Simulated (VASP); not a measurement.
Runs of VASP 6.6.1 on BiB. The structure is that of space group P6_3mc (No. 186), or close to it. The cells are those of the table. 

```tsv
level	cell	k mesh	gap on the mesh (eV)	pressure (GPa)	largest force (eV/Å)
r2SCAN	a = 3.904, b = 3.904, c = 6.439 Å, angles 90.0, 90.0, 120.0°, 4 atoms	6 × 6 × 4	0.10	-2.3	0.01
PBE	a = 3.866, b = 3.866, c = 6.375 Å, angles 90.0, 90.0, 120.0°, 4 atoms	12 × 12 × 4	0.08	(c)	-
PBE	a = 3.966, b = 3.966, c = 6.532 Å, angles 90.0, 90.0, 120.0°, 4 atoms	6 × 6 × 4	0.15	-3.6	0.01
PBE	a = 3.928, b = 3.928, c = 6.470 Å, angles 90.0, 90.0, 120.0°, 4 atoms	6 × 6 × 4	0.02	-2.0	-
PBE	a = 3.889, b = 3.889, c = 6.406 Å, angles 90.0, 90.0, 120.0°, 4 atoms	6 × 6 × 4	-	-0.1	-
PBE	a = 3.850, b = 3.850, c = 6.341 Å, angles 90.0, 90.0, 120.0°, 4 atoms	6 × 6 × 4	0.11	2.3	0.01
r2SCAN	a = 3.787, b = 3.787, c = 6.245 Å, angles 90.0, 90.0, 120.0°, 4 atoms	6 × 6 × 4	(b)	5.6	(a)
r2SCAN	a = 3.866, b = 3.866, c = 6.375 Å, angles 90.0, 90.0, 120.0°, 4 atoms	6 × 6 × 4	0.20	-0.1	-
```

Alike in all rows: task single point; potentials or basis VASP PAW PBE potentials, release 64 (B, Bi_d); no spin polarisation; cutoff (eV) 520; smearing fermi-dirac 0.02 eV.

Task: Estimate the missing entries.

Result: (a) 0.02; (b) 0.41; (c) 1.2.

Caveats: spin-orbit coupling is left out, which moves the levels of the heavy elements; the PAW data sets were made with another functional, which shifts forces and pressure a little (some runs).

A k mesh can miss the band edges, and the runs leave out spin-orbit coupling on Bi.
